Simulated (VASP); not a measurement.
# Mg (Fm-3m) in VASP: equation of state with PBE

Aim: the equation of state of Mg with PBE.

Everything below comes from runs of VASP 6.6.1. Logs are shortened: lines on timing, memory, paths and dates and some standing lists are left out, and cuts for length are marked.

## Step 1: The cell of the first run

Symmetry: Fm-3m, No. 225, cubic system. The conventional cell has a = 4.489 Å, b = 4.489 Å, c = 4.489 Å, α = 90.00°, β = 90.00°, γ = 90.00°. Within 4.2 Å of Mg (site symmetry m-3m) lie 12 Mg at 3.17 Å.

This isn't the form of Mg at room conditions, which is hcp.

## Step 2: Equation of state, PBE

Input file POSCAR.step1:

```
Mg
1.0
    0.0000000000      2.1748010085      2.1748010085
    2.1748010085      0.0000000000      2.1748010085
    2.1748010085      2.1748010085      0.0000000000
Mg
1
Direct
    0.0000000000      0.0000000000      0.0000000000
```

Input file POSCAR.step2:

```
Mg
1.0
    0.0000000000      2.1984420020      2.1984420020
    2.1984420020      0.0000000000      2.1984420020
    2.1984420020      2.1984420020      0.0000000000
Mg
1
Direct
    0.0000000000      0.0000000000      0.0000000000
```

Input file POSCAR.step3:

```
Mg
1.0
    0.0000000000      2.2215851975      2.2215851975
    2.2215851975      0.0000000000      2.2215851975
    2.2215851975      2.2215851975      0.0000000000
Mg
1
Direct
    0.0000000000      0.0000000000      0.0000000000
```

Input file POSCAR.step4:

```
Mg
1.0
    0.0000000000      2.2442560000      2.2442560000
    2.2442560000      0.0000000000      2.2442560000
    2.2442560000      2.2442560000      0.0000000000
Mg
1
Direct
    0.0000000000      0.0000000000      0.0000000000
```

Input file POSCAR.step5:

```
Mg
1.0
    0.0000000000      2.2664778016      2.2664778016
    2.2664778016      0.0000000000      2.2664778016
    2.2664778016      2.2664778016      0.0000000000
Mg
1
Direct
    0.0000000000      0.0000000000      0.0000000000
```

Input file POSCAR.step6:

```
Mg
1.0
    0.0000000000      2.2882721944      2.2882721944
    2.2882721944      0.0000000000      2.2882721944
    2.2882721944      2.2882721944      0.0000000000
Mg
1
Direct
    0.0000000000      0.0000000000      0.0000000000
```

Input file POSCAR.step7:

```
Mg
1.0
    0.0000000000      2.3096591555      2.3096591555
    2.3096591555      0.0000000000      2.3096591555
    2.3096591555      2.3096591555      0.0000000000
Mg
1
Direct
    0.0000000000      0.0000000000      0.0000000000
```

Input file INCAR:

```
SYSTEM = Mg
GGA = PE
ISMEAR = 1
SIGMA = 0.1
LWAVE = .FALSE.
LCHARG = .FALSE.
ISIF = 2
NSW = 0
ENCUT = 690
PREC = Accurate
LASPH = .TRUE.
LREAL = .FALSE.
ALGO = Normal
EDIFF = 1E-7
NELM = 120
GGA_COMPAT = .FALSE.
```

Input file KPOINTS:

```
k-points
0
Gamma
  13 13 13
```

Potentials or basis: VASP PAW PBE potentials, release 64 (Mg_sv_GW).

On the command line:

```sh
$ cat potpaw_PBE.64/Mg_sv_GW/POTCAR > POTCAR
$ cp POSCAR.step1 POSCAR
$ mpirun -np 1 vasp_std > vasp.out
$ cp POSCAR.step2 POSCAR
$ mpirun -np 1 vasp_std > vasp.out
$ cp POSCAR.step3 POSCAR
$ mpirun -np 1 vasp_std > vasp.out
$ cp POSCAR.step4 POSCAR
$ mpirun -np 1 vasp_std > vasp.out
$ cp POSCAR.step5 POSCAR
$ mpirun -np 1 vasp_std > vasp.out
$ cp POSCAR.step6 POSCAR
$ mpirun -np 1 vasp_std > vasp.out
$ cp POSCAR.step7 POSCAR
$ mpirun -np 1 vasp_std > vasp.out
```

OUTCAR:

```text
SYSTEM = Mg
   GGA = PE
   ISMEAR = 1
   ISIF = 2
   NSW = 0
   ENCUT = 690
   PREC = Accurate
   LASPH = .TRUE.
   LREAL = .FALSE.
   EDIFF = 1E-7
   NELM = 120

 Found     84 irreducible k-points:

 Following reciprocal coordinates:
            Coordinates               Weight
  0.000000  0.000000  0.000000      1.000000
  0.076923  0.000000  0.000000      8.000000
  0.153846  0.000000  0.000000      8.000000
  0.230769  0.000000  0.000000      8.000000
  0.307692  0.000000  0.000000      8.000000
  0.384615  0.000000  0.000000      8.000000
   k-points           NKPTS =     84   k-points in BZ     NKDIM =     84   number of bands    NBANDS=      9
   number of dos      NEDOS =    301   number of ions     NIONS =      1
   total plane-waves  NPLWV =  21952
   dimension x,y,z NGX =    28 NGY =   28 NGZ =   28
   dimension x,y,z NGXF=    56 NGYF=   56 NGZF=   56
   ions per type =               1
   NGX,Y,Z   is equivalent  to a cutoff of  14.25, 14.25, 14.25 a.u.
   NGXF,Y,Z  is equivalent  to a cutoff of  28.50, 28.50, 28.50 a.u.
 SYSTEM =  Mg
   PREC   = accura    normal or accurate (medium, high low for compatibility)
   ISTART =      0    job   : 0-new  1-cont  2-samecut
   ICHARG =      2    charge: 1-file 2-atom 10-const
   ISPIN  =      1    spin polarized calculation?
   LNONCOLLINEAR =      F non collinear calculations
   LSORBIT =      F    spin-orbit coupling
   LASPH  =      T    aspherical Exc in radial PAW
   ENCUT  =  690.0 eV  50.71 Ry    7.12 a.u.   7.00  7.00  7.00*2*pi/ulx,y,z
   NELM   =    120;   NELMIN=  2; NELMDL=  0     # of ELM steps
   EDIFF  = 0.1E-06   stopping-criterion for ELM
   LREAL  =      F    real-space projection
   EDIFFG = 0.1E-05   stopping-criterion for IOM
   NSW    =      0    number of steps for IOM
   IBRION =     -1    ionic relax: 0-MD 1-quasi-New 2-CG
   NFREE  =      0    steps in history (QN), initial steepest desc. (CG)
   ISIF   =      2    stress and relaxation
   ISYM   =      2    0-nonsym 1-usesym 2-fastsym
   POTIM  = 0.5000    time-step for ionic-motion
   TEBEG  =    0.0;   TEEND  =   0.0 temperature during run

   SCALEE = 1.0000    scale energy and forces
   PSTRESS=    0.0 pullay stress
   NELECT =      10.0000    total number of electrons
   NUPDOWN=      -1.0000    fix difference up-down
   EMIN   =  10.00;   EMAX   =-10.00  energy-range for DOS
   EFERMI =   0.00;   METHOD = LEGACY
   ISMEAR =     1;   SIGMA  =   0.10  broadening in eV -4-tet -1-fermi 0-gaus
   EFERMI_NEDOS =   21; number of points for ismear=-14 and -15
   IALGO  =     38    algorithm
   IMIX   =      4    mixing-type and parameters
     AMIX     =   0.40;   BMIX     =  1.00
     AMIX_MAG =   1.60;   BMIX_MAG =  1.00
  volume/ion in A,a.u.               =      24.64       166.29
  Fermi-wavevector in a.u.,A,eV,Ry     =   1.212040  2.290423 19.987514  1.469041
  Thomas-Fermi vector in A             =   2.347537
   LORBIT       =      0    0 simple, 1 ext, 2 COOP (PROOUT), +10 PAW based schemes
   GGA     = PE    functional components
   LHFCALC =     F    Hartree Fock is set to
   AEXX    =    0.0000 exact exchange contribution
   IVDW    =     0    specifies the selected vdW correction
   LEPSILON=     F    determine dielectric tensor
   LRPA    =     F    only Hartree local field effects (RPA)

   CSHIFT  =0.1000    complex shift for real part using Kramers Kronig

   OMEGAMAX=  -1.0    maximum frequency
 non-spin polarized calculation
 Methfessel and Paxton  Order N= 1 SIGMA  =   0.10
  energy-cutoff  :      690.00
  volume of cell :       24.64
 maximum number of plane-waves:      1026
   NGX = 13   NGY = 13   NGZ = 13

 number of electron      10.0000011 magnetization

 Free energy of the ion-electron system (eV)
  ---------------------------------------------------
  ext. energy  EPLUGINS =         0.00000000
  ---------------------------------------------------
  free energy    TOTEN  =       -15.63092980 eV

  energy without entropy =      -15.63035021  energy(sigma->0) =      -15.63073660

 E-fermi :   2.7047     XC(G=0):  -8.5200

 val. band max:        2.6636255296   @ k =  -0.3846   0.3846   0.0769
 cond. band min:       2.7054989996   @ k =  -0.3077   0.3846   0.0769
 fundamental gap:      0.0418734700
 Fermi energy:         2.7046985554

 k-point     1 :       0.0000    0.0000    0.0000
  band No.  band energies     occupation
      1     -73.3696      2.00000
      2     -40.1164      2.00000
      3     -40.1164      2.00000
      4     -40.1164      2.00000
      5      -3.9146      2.00000
      6      14.6307      0.00000
      7      14.6307      0.00000
      8      14.6307      0.00000
      9      16.2292      0.00000

 k-point     2 :       0.0769    0.0000    0.0000
  band No.  band energies     occupation
      1     -73.3697      2.00000
      2     -40.1183      2.00000
      3     -40.1168      2.00000
      4     -40.1168      2.00000
      5      -3.7888      2.00000
      6      12.7973      0.00000
      7      14.3097      0.00000
      8      14.3097      0.00000
      9      16.3681      0.00000

 k-point     3 :       0.1538    0.0000    0.0000
  band No.  band energies     occupation
      1     -73.3694      2.00000
      2     -40.1221      2.00000
      3     -40.1174      2.00000
      4     -40.1174      2.00000
      5      -3.4123      2.00000
      6      10.3542      0.00000
      7      13.8305      0.00000
      8      13.8305      0.00000
      9      16.0035      0.00000

 k-point     4 :       0.2308    0.0000    0.0000
  band No.  band energies     occupation
      1     -73.3691      2.00000
      2     -40.1277      2.00000
      3     -40.1184      2.00000
      4     -40.1184      2.00000
      5      -2.7883      2.00000
      6       8.0113      0.00000
      7      13.4836      0.00000
      8      13.4836      0.00000
      9      15.7066      0.00000

 k-point     5 :       0.3077    0.0000    0.0000
  band No.  band energies     occupation
      1     -73.3687      2.00000
      2     -40.1333      2.00000
      3     -40.1193      2.00000
      4     -40.1193      2.00000
      5      -1.9214      2.00000
      6       5.8379      0.00000
      7      13.3212      0.00000
      8      13.3212      0.00000
      9      15.7029      0.00000

 k-point     6 :       0.3846    0.0000    0.0000
  band No.  band energies     occupation
      1     -73.3685      2.00000
      2     -40.1383      2.00000
      3     -40.1201      2.00000
      4     -40.1201      2.00000
      5      -0.8183      2.00000
      6       3.8590     -0.00000
      7      13.3506      0.00000
      8      13.3506      0.00000
      9      14.8544      0.00000

 [... further k-points ...]

------------------------ aborting loop because EDIFF is reached ----------------------------------------

  FORCE on cell =-STRESS in cart. coord.  units (eV):
  Direction    XX          YY          ZZ          XY          YZ          ZX
  --------------------------------------------------------------------------------------
  -------------------------------------------------------------------------------------
  Total       -0.4094277     -0.4094277     -0.4094277      0.0000000      0.0000000     -0.0000000
  in kB      -26.6203705    -26.6203705    -26.6203705      0.0000000      0.0000000     -0.0000000
  external PRESSURE =     -26.6203705 kB  Pullay stress =       0.0000000 kB

 VOLUME and BASIS-vectors are now :
 -----------------------------------------------------------------------------
  energy-cutoff  :      690.00
  volume of cell :       24.64
      direct lattice vectors                 reciprocal lattice vectors
     0.000000000  2.309659155  2.309659155    -0.216482159  0.216482159  0.216482159
     2.309659155  0.000000000  2.309659155     0.216482159 -0.216482159  0.216482159
     2.309659155  2.309659155  0.000000000     0.216482159  0.216482159 -0.216482159

 POSITION                                       TOTAL-FORCE (eV/Angst)
 -----------------------------------------------------------------------------------
      0.00000      0.00000      0.00000         0.000000      0.000000      0.000000
 -----------------------------------------------------------------------------------
    total drift:                               -0.000000     -0.000000     -0.000000

  FREE ENERGIE OF THE ION-ELECTRON SYSTEM (eV)
  ---------------------------------------------------
  free  energy   TOTEN  =       -15.6309297992 eV

  energy  without entropy=      -15.6303502060  energy(sigma->0) =      -15.63073660
```

Wall time 71 s (1 thread of Intel Xeon 6975P-C (Granite Rapids), shared host); peak memory 0.17 GiB.

What came out:

- Equilibrium volume: 23.10 Å³/atom
- Bulk modulus: 35 GPa
- Pressure derivative of the bulk modulus: 4.1

Energy against volume, from the lowest point:
| volume (Å³/atom) | energy (meV/atom) |
| --- | --- |
| 20.573 | 36.92 |
| 21.251 | 18.65 |
| 21.929 | 6.97 |
| 22.607 | 1.07 |
| 23.285 | 0.00 |
| 23.964 | 3.16 |
| 24.642 | 9.97 |
